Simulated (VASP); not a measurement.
# W4S9 in VASP: single point with PBE+D3(BJ)

Aim: the single point of W4S9 with PBE+D3(BJ).

Everything below comes from runs of VASP 6.6.1. Logs are shortened: lines on timing, memory, paths and dates and some standing lists are left out, and cuts for length are marked.

### 1 The cell of the first run

The cell holds a slab with vacuum, 13 atoms: a = 6.319 Å, b = 6.319 Å, c = 18.652 Å, α = 90.00°, β = 90.00°, γ = 120.00°.

### 2 Single point, PBE+D3(BJ), collinear spin

Contents of INCAR:

```
SYSTEM = W4S9
ALGO = Normal
DIPOL = 0.5 0.5 0.314
EDIFF = 1E-6
ENCUT = 400
GGA = PE
GGA_COMPAT = .FALSE.
IDIPOL = 3
ISIF = 2
ISMEAR = 0
ISPIN = 2
IVDW = 12
LASPH = .TRUE.
LCHARG = .FALSE.
LDIPOL = .TRUE.
LMAXMIX = 4
LORBIT = 11
LREAL = .FALSE.
LWAVE = .FALSE.
MAGMOM = 0 0 0 0 0 0 0 0 2 0 0 0 0
NBANDS = 71
NELM = 200
NELMDL = -8
PREC = Accurate
SIGMA = 0.05
```

Contents of KPOINTS:

```
k-points
0
G
  6 6 1
  0 0 0
```

Contents of POSCAR:

```
W4S9
1.0
    6.3190915435      0.0000000000      0.0000000000
   -3.1595457717      5.4724938055      0.0000000000
    0.0000000000      0.0000000000     18.6521288227
S W
9 4
Direct
    0.1666666667      0.3333333333      0.2144527329
    0.1666666667      0.8333333333      0.2144527329
    0.6666666667      0.3333333333      0.2144527329
    0.6666666667      0.8333333333      0.2144527329
    0.1666666667      0.3333333333      0.3834483930
    0.1666666667      0.8333333333      0.3834483930
    0.6666666667      0.3333333333      0.3834483930
    0.6666666667      0.8333333333      0.3834483930
    0.5000000000      0.5000000000      0.4909705862
    0.3333333333      0.1666666667      0.2989505585
    0.3333333333      0.6666666667      0.2989505585
    0.8333333333      0.1666666667      0.2989505585
    0.8333333333      0.6666666667      0.2989505585
```

Potentials or basis: VASP PAW PBE potentials, release 64 (S, W_sv).

The run is started by

```console
$ cat potpaw_PBE.64/S/POTCAR potpaw_PBE.64/W_sv/POTCAR > POTCAR
$ mpirun -np 1 vasp_std > vasp.out
```

OUTCAR:

```text
SYSTEM = W4S9
   EDIFF = 1E-6
   ENCUT = 400
   GGA = PE
   ISIF = 2
   ISMEAR = 0
   ISPIN = 2
   IVDW = 12
   LASPH = .TRUE.
   LORBIT = 11
   LREAL = .FALSE.
   NELM = 200
   NELMDL = -8
   PREC = Accurate
 IVDW          = 12

 ion  position               nearest neighbor table
   1  0.167  0.333  0.214-  10 2.41  11 2.41  12 2.41
   2  0.167  0.833  0.214-  11 2.41  10 2.41  13 2.41
   3  0.667  0.333  0.214-  12 2.41  13 2.41  10 2.41
   4  0.667  0.833  0.214-  13 2.41  12 2.41  11 2.41
   5  0.167  0.333  0.383-  10 2.41  11 2.41  12 2.41   9 2.71
   6  0.167  0.833  0.383-  11 2.41  10 2.41  13 2.41
   7  0.667  0.333  0.383-  12 2.41  13 2.41  10 2.41   9 2.71
   8  0.667  0.833  0.383-  13 2.41  12 2.41  11 2.41   9 2.71
   9  0.500  0.500  0.491-   8 2.71   5 2.71   7 2.71
  10  0.333  0.167  0.299-   1 2.41   2 2.41   3 2.41   5 2.41   6 2.41   7 2.41  11 3.16  11 3.16
                            12 3.16  12 3.16  13 3.16  13 3.16
  11  0.333  0.667  0.299-   2 2.41   1 2.41   4 2.41   6 2.41   5 2.41   8 2.41  10 3.16  10 3.16
                            13 3.16  13 3.16  12 3.16  12 3.16
  12  0.833  0.167  0.299-   3 2.41   4 2.41   1 2.41   7 2.41   8 2.41   5 2.41  13 3.16  13 3.16
                            10 3.16  10 3.16  11 3.16  11 3.16
  13  0.833  0.667  0.299-   4 2.41   3 2.41   2 2.41   8 2.41   7 2.41   6 2.41  12 3.16  12 3.16
                            11 3.16  11 3.16  10 3.16  10 3.16

  LATTYP: Found a hexagonal cell.
 ALAT       =     6.3190915435
 C/A-ratio  =     2.9517104942

  Lattice vectors:

 A1 = (   6.3190915435,   0.0000000000,   0.0000000000)
 A2 = (  -3.1595457717,   5.4724938055,   0.0000000000)
 A3 = (   0.0000000000,   0.0000000000,  18.6521288227)

Analysis of symmetry for initial positions (statically):
=====================================================================
 Subroutine PRICEL returns:
 Original cell was already a primitive cell.

 Routine SETGRP: Setting up the symmetry group for a
 hexagonal supercell.

 Subroutine GETGRP returns: Found  6 space group operations
 (whereof  2 operations were pure point group operations)
 out of a pool of 24 trial point group operations.

The static configuration has the point symmetry C_1h.
 The point group associated with its full space group is C_3v.

Analysis of symmetry for dynamics (positions and initial velocities):
=====================================================================
 Subroutine PRICEL returns:
 Original cell was already a primitive cell.

 Routine SETGRP: Setting up the symmetry group for a
 hexagonal supercell.

 Subroutine GETGRP returns: Found  6 space group operations
 (whereof  2 operations were pure point group operations)
 out of a pool of 24 trial point group operations.

The dynamic configuration has the point symmetry C_1h.
 The point group associated with its full space group is C_3v.

Analysis of structural, dynamic, and magnetic symmetry:
=====================================================================
 Subroutine PRICEL returns:
 Original cell was already a primitive cell.

 Routine SETGRP: Setting up the symmetry group for a
 hexagonal supercell.

 Subroutine GETGRP returns: Found  6 space group operations
 (whereof  2 operations were pure point group operations)
 out of a pool of 24 trial point group operations.

The overall configuration has the point symmetry C_1h.
 The point group associated with its full space group is C_3v.

 Subroutine INISYM returns: Found  6 space group operations
 (whereof  2 operations are pure point group operations),
 and found     1 'primitive' translations

----------------------------------------------------------------------------------------

                                     Primitive cell

  volume of cell :     645.0128

  direct lattice vectors                    reciprocal lattice vectors
     6.319091543  0.000000000  0.000000000     0.158250596  0.091366024  0.000000000
    -3.159545772  5.472493806  0.000000000     0.000000000  0.182732048  0.000000000
     0.000000000  0.000000000 18.652128823     0.000000000  0.000000000  0.053613183

  length of vectors
[... 86 lines left out ...]
   EDIFF  = 0.1E-05   stopping-criterion for ELM
   LREAL  =      F    real-space projection
[... 7 lines left out ...]
   TEBEG  =    0.0;   TEEND  =   0.0 temperature during run
   PSTRESS=    0.0 pullay stress
   NELECT =     110.0000    total number of electrons
   NUPDOWN=      -1.0000    fix difference up-down
   EMIN   =  10.00;   EMAX   =-10.00  energy-range for DOS
   EFERMI =   0.00;   METHOD = LEGACY
   ISMEAR =     0;   SIGMA  =   0.05  broadening in eV -4-tet -1-fermi 0-gaus
   EFERMI_NEDOS =   21; number of points for ismear=-14 and -15
   IALGO  =     38    algorithm
   IMIX   =      4    mixing-type and parameters
     AMIX     =   0.40;   BMIX     =  1.00
     AMIX_MAG =   1.60;   BMIX_MAG =  1.00
  volume/ion in A,a.u.               =      49.62       334.83
  Fermi-wavevector in a.u.,A,eV,Ry     =   0.907855  1.715596 11.213921  0.824200
  Thomas-Fermi vector in A             =   2.031711
   LORBIT       =     11    0 simple, 1 ext, 2 COOP (PROOUT), +10 PAW based schemes
   GGA     = PE    functional components
   LHFCALC =     F    Hartree Fock is set to
   AEXX    =    0.0000 exact exchange contribution
   IVDW    =    12    specifies the selected vdW correction
   LEPSILON=     F    determine dielectric tensor
   LRPA    =     F    only Hartree local field effects (RPA)
 spin polarized calculation
 Gauss-broadening in eV      SIGMA  =   0.05
  energy-cutoff  :      400.00
  volume of cell :      645.01
 maximum number of plane-waves:     11752
 NGX is ok and might be reduce to    42
   NGX = 21   NGY = 21   NGZ = 61

 dipolmoment           0.000000      0.000000     -0.167125 electrons x Angstroem

 number of electron     110.0000036 magnetization       1.9997125

 dipolmoment           0.000000      0.000000      0.113576 electrons x Angstroem

 Free energy of the ion-electron system (eV)
  ---------------------------------------------------
  ext. energy  EPLUGINS =         0.00000000
  ---------------------------------------------------
  free energy    TOTEN  =       -95.67291574 eV

  energy without entropy =      -95.66237683  energy(sigma->0) =      -95.66764629

 E-fermi :  -0.9966     XC(G=0):  -4.5672

 val. band max:       -1.0151381272   @ k =   0.3333   0.3333   0.0000
 cond. band min:      -0.9914489895   @ k =   0.5000  -0.0000   0.0000
 fundamental gap:      0.0236891377
 Fermi energy:        -0.9966329425

 spin component 1

 k-point     1 :       0.0000    0.0000    0.0000
  band No.  band energies     occupation
      1     -75.4321      1.00000
      2     -75.4175      1.00000
      3     -75.4175      1.00000
      4     -75.3204      1.00000
      5     -39.8820      1.00000
      6     -39.8417      1.00000
[... 479 lines left out ...]
     66       1.7211      0.00000
     67       2.4177      0.00000
 Fermi energy:        -0.9966329425

 spin component 2

 k-point     1 :       0.0000    0.0000    0.0000
  band No.  band energies     occupation
      1     -75.4292      1.00000
      2     -75.4148      1.00000
      3     -75.4148      1.00000
      4     -75.2644      1.00000
      5     -39.8751      1.00000
      6     -39.8234      1.00000
[... 479 lines left out ...]
     66       1.7490      0.00000
     67       2.6017      0.00000
 [bands above 67 left out]

------------------------ aborting loop because EDIFF is reached ----------------------------------------

 vacuum level on the upper side and lower side of the slab       (xc-potential included)         0.118        -0.436

 Edisp (eV)   -4.05971

 E8    (eV) :    -1.8038

  FORCE on cell =-STRESS in cart. coord.  units (eV):
  Direction    XX          YY          ZZ          XY          YZ          ZX
  --------------------------------------------------------------------------------------
  -------------------------------------------------------------------------------------
  Total       0.16540     0.16540     2.06125     0.00000    -0.00000    -0.00000
  in kB       0.41085     0.41085     5.12003     0.00000    -0.00000    -0.00000
  external pressure =        1.98 kB  Pullay stress =        0.00 kB

 VOLUME and BASIS-vectors are now :
 -----------------------------------------------------------------------------
  energy-cutoff  :      400.00
  volume of cell :      645.01
      direct lattice vectors                 reciprocal lattice vectors
     6.319091543  0.000000000  0.000000000     0.158250596  0.091366024  0.000000000
    -3.159545772  5.472493806  0.000000000     0.000000000  0.182732048  0.000000000
     0.000000000  0.000000000 18.652128823     0.000000000  0.000000000  0.053613183

 POSITION                                       TOTAL-FORCE (eV/Angst)
 -----------------------------------------------------------------------------------
      0.00000      1.82416      4.00000        -0.002698     -0.001558     -0.051973
     -1.57977      4.56041      4.00000         0.000000      0.000000     -0.044629
      3.15955      1.82416      4.00000         0.002698     -0.001558     -0.051973
      1.57977      4.56041      4.00000         0.000000      0.003116     -0.051973
      0.00000      1.82416      7.15213         0.206970      0.119494     -0.036670
     -1.57977      4.56041      7.15213         0.000000      0.000000      0.090666
      3.15955      1.82416      7.15213        -0.206970      0.119494     -0.036670
      1.57977      4.56041      7.15213        -0.000000     -0.238988     -0.036670
      1.57977      2.73625      9.15765         0.000000      0.000000      0.540553
      1.57977      0.91208      5.57606         0.000000      0.042246      0.049012
     -0.00000      3.64833      5.57606         0.036586     -0.021123      0.049012
      4.73932      0.91208      5.57606         0.000000      0.000000     -0.467697
      3.15955      3.64833      5.57606        -0.036586     -0.021123      0.049012
 -----------------------------------------------------------------------------------
    total drift:                               -0.000002      0.000001     -0.000806

  FREE ENERGIE OF THE ION-ELECTRON SYSTEM (eV)
  ---------------------------------------------------
  free  energy   TOTEN  =       -99.7326244783 eV

  energy  without entropy=      -99.7220855650  energy(sigma->0) =      -99.72735502

 vacuum level on the upper side and lower side of the slab         4.713         4.146

 total charge

# of ion       s       p       d       tot
------------------------------------------
    1        1.359   2.362   0.000   3.721
    2        1.359   2.363   0.000   3.722
    3        1.359   2.362   0.000   3.721
    4        1.359   2.362   0.000   3.721
    5        1.367   2.333   0.000   3.700
    6        1.360   2.361   0.000   3.721
    7        1.367   2.333   0.000   3.700
    8        1.367   2.333   0.000   3.700
    9        1.401   2.136   0.000   3.537
   10        2.319   6.329   3.380  12.029
   11        2.319   6.329   3.380  12.029
   12        2.320   6.319   3.411  12.050
   13        2.319   6.329   3.380  12.029
--------------------------------------------------
tot         21.573  46.254  13.552  81.379

 magnetization (x)

# of ion       s       p       d       tot
------------------------------------------
    1        0.000   0.003   0.000   0.003
    2        0.000   0.011   0.000   0.012
    3        0.000   0.003   0.000   0.003
    4        0.000   0.003   0.000   0.003
    5        0.016   0.043   0.000   0.059
    6        0.001   0.010   0.000   0.011
    7        0.016   0.043   0.000   0.059
    8        0.016   0.043   0.000   0.059
    9        0.025   0.869   0.000   0.893
   10       -0.000   0.000   0.006   0.006
   11       -0.000   0.000   0.006   0.006
   12        0.011   0.016   0.109   0.136
   13       -0.000   0.000   0.006   0.006
--------------------------------------------------
tot          0.085   1.046   0.126   1.257
```

Run time: 23 min. Hardware: 1 thread of Intel Xeon Platinum 8488C (Sapphire Rapids), shared host; peak memory 0.82 GiB.

What came out:

```yaml
Free_energy: -99.7326 eV
Largest_force: 0.541 eV/Å
Band_gap_on_the_k_mesh: zero (filled and empty bands overlap)
Net_moment: 2.00 μB per cell
Site_moments: S +0.00, +0.01, +0.06, +0.89 (each value once); W +0.01, +0.14 (each value once) μB
Valence_electrons_inside_the_program's_atomic_spheres: S 3.72, 3.70, 3.54 (each value once); W 12.03, 12.05 (each value once)
Dispersion_energy_per_atom: -0.312 eV
```

Forces on the atoms (eV/Å):
```
S   -0.003 -0.002 -0.052
S    0.000  0.000 -0.045
S    0.003 -0.002 -0.052
S    0.000  0.003 -0.052
S    0.207  0.119 -0.037
S    0.000  0.000  0.091
S   -0.207  0.119 -0.037
S    0.000 -0.239 -0.037
S    0.000  0.000  0.541
W    0.000  0.042  0.049
W    0.037 -0.021  0.049
W    0.000  0.000 -0.468
W   -0.037 -0.021  0.049
```

Levels at points of the mesh, in eV from the Fermi level:
Spin up:
```tsv
k point	band 53	band 54	band 55	band 56	band 57	band 58	band 59	band 60
(0.00, 0.00, 0.00)	-0.93	-0.93	-0.87	-0.10	2.44	2.44	2.50	2.53
(0.50, 0.00, 0.00)	-1.23	-1.02	-1.01	-0.44	1.86	1.95	2.06	2.11
```
Spin down:
```tsv
k point	band 52	band 53	band 54	band 55	band 56	band 57
(0.00, 0.00, 0.00)	-1.42	-0.69	0.13	0.13	0.47	2.49
(0.50, 0.00, 0.00)	-1.12	-1.03	-0.12	0.01	0.30	1.93
```

Caveat: spin-orbit coupling is left out, which moves the levels of the heavy elements.

The gap in the log of VASP goes by the Fermi energy; the results here count the filled bands.